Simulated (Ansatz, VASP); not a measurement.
## Ti: VASP beside Ansatz

Contents of INCAR:

```
SYSTEM = Ti
ALGO     = Normal         ! electronic algorithm
EDIFF    = 1E-6           ! SCF threshold, eV
ENCUT    = 500            ! plane-wave cutoff, eV
GGA      = PE             ! functional
GGA_COMPAT= .False.      
ISIF     = 2              ! what is computed and relaxed
ISMEAR   = -1             ! smearing method
LASPH    = .True.         ! aspherical terms in the spheres
LCHARG   = .True.         ! write CHGCAR
LELF     = .True.         ! ELF
LREAL    = .False.        ! projectors in reciprocal space
LVHAR    = .True.       
LWAVE    = .False.        ! write WAVECAR
NBANDS   = 12             ! bands
NELM     = 120            ! most SCF steps
PREC     = Accurate       ! precision mode
SIGMA    = 0.05           ! smearing width, eV
```

The input KPOINTS:

```
k-points
0
Gamma
  15 15 15
  0 0 0
```

The input POSCAR:

```
Ti
1.0
    0.0000000000      2.0501003171      2.0501003171
    2.0501003171      0.0000000000      2.0501003171
    2.0501003171      2.0501003171      0.0000000000
Ti
1
Direct
    0.0000000000      0.0000000000      0.0000000000
```

Input for Ansatz:

```yaml
crystal:
  lattice:
    - [0.0, 2.0501003171, 2.0501003171]
    - [2.0501003171, 0.0, 2.0501003171]
    - [2.0501003171, 2.0501003171, 0.0]
  atoms:
    - { symbol: Ti, position: [0.0, 0.0, 0.0] }
kpoints:
  mp_grid: { grid: [15, 15, 15] }
scf:
  occupations: { method: fermi_dirac, width: 0.05 }
hamiltonian:
  xc: pbe
  pseudopotentials: { kind: all_electron, lapw: { basis_error: 0.00025 } }
output:
  forces: true
  stress: true
  eigenvalues: true
```

Change from the starting cell: volume scaled by 1.03.

Alike in both runs: task single point; functional PBE; k mesh 15 × 15 × 15; occupations fermi-dirac, width 0.05 eV; no spin polarisation.

|  | VASP | Ansatz |
| --- | --- | --- |
| version | VASP 6.6.1 | Ansatz 0.2.0 |
| potentials or method | VASP PAW PBE potentials, release 64 (Ti_sv), cutoff 500 eV | all-electron LAPW, scalar-relativistic |

Ansatz gave:

| Quantity | Value |
| --- | --- |
| pressure (GPa) | 1.0 |

Problem. What did VASP give for the same quantities?

Solution. Pressure (GPa): 0.7.

Ansatz ran all-electron here, and VASP with PAW potentials.
